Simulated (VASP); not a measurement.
Input of a VASP 6.6.1 run:

Contents of INCAR:

```
SYSTEM = InBi3O
ALGO     = Normal         ! electronic algorithm
EDIFF    = 1E-6           ! SCF threshold, eV
ENCUT    = 520            ! plane-wave cutoff, eV
GGA      = PE             ! functional
ISIF     = 2              ! what is computed and relaxed
ISMEAR   = 0              ! smearing method
LASPH    = .TRUE.         ! aspherical terms in the spheres
LCHARG   = .FALSE.        ! write CHGCAR
LREAL    = .FALSE.        ! projectors in reciprocal space
LWAVE    = .FALSE.        ! write WAVECAR
NBANDS   = 40             ! bands
NELM     = 60             ! most SCF steps
PREC     = Accurate       ! precision mode
SIGMA    = 0.2            ! smearing width, eV
```

KPOINTS

```
k-points
0
G
  4 4 4
  0 0 0
```

The input POSCAR:

```
InBi3O
1.0
   -3.0707705849      3.0707705849      3.7491522032
    3.0707705849     -3.0707705849      3.7491522032
    3.0707705849      3.0707705849     -3.7491522032
In Bi O
1 3 1
Direct
    0.5210418861      0.5210418861      0.0000000000
    0.4330052355      0.9330052355      0.5000000000
    0.9330052355      0.4330052355      0.5000000000
    0.0769742532      0.0769742532      0.0000000000
    0.7925320896      0.7925320896      0.0000000000
```

Potentials or basis: VASP PAW PBE potentials, release 64 (In_d, Bi_d, O).

Launch:

```console
$ cat potpaw_PBE.64/In_d/POTCAR potpaw_PBE.64/Bi_d/POTCAR potpaw_PBE.64/O/POTCAR > POTCAR
$ mpirun -np 1 vasp_std > vasp.out
```

**Question.** What does it give for the pressure?

**Answer.** 0.1 GPa.

**Question.** What does it give for the band gap on the k mesh?

**Answer.** Zero (bands 32 and 33 overlap by 1.66 eV).

**Question.** Estimate the largest force.

**Answer.** 0.067 eV/Å.

Forces on the atoms (eV/Å):
```
In   0.000  0.000 -0.067
Bi   0.000  0.000 -0.006
Bi   0.000  0.000 -0.006
Bi   0.000  0.000  0.036
O    0.000  0.000  0.042
```

Caveat: spin-orbit coupling is left out, which moves the levels of the heavy elements.
